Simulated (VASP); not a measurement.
**Sc: single point with PBE**

The system is Sc.

```
Sc
1.0
     0.00000    2.30432    2.30432
     2.30432    0.00000    2.30432
     2.30432    2.30432    0.00000
Sc
1
Direct
  0.00000 0.00000 0.00000
```

This cell differs from its parent crystal: volume scaled by 1.06.

- Program: VASP 6.6.1
- Task: single point
- Functional: PBE
- Potentials or basis: VASP PAW PBE potentials, release 64 (Sc_sv)
- Cutoff: 520 eV
- k mesh: 10 × 10 × 10
- Occupations: fermi-dirac, width 0.05 eV
- Spin: no spin polarisation
- Dipole correction: no
- Further INCAR settings: ALGO = Normal; EDIFF = 1e-06; NBANDS = 12

The pressure is 0.4 GPa.

Levels at points of the mesh, in eV from the Fermi level:
```tsv
k point	band 3	band 4	band 5	band 6	band 7	band 8
(0.00, 0.00, 0.00)	-27.83	-27.83	-5.20	1.59	1.59	1.59
(0.50, 0.00, 0.00)	-27.88	-27.88	-1.77	0.24	1.48	1.48
(0.50, 0.50, 0.00)	-27.97	-27.97	-1.53	-0.63	1.94	3.88
```

It took 13 s on 1 thread of Intel Xeon 8259CL (shared host), peak memory 0.14 GiB.
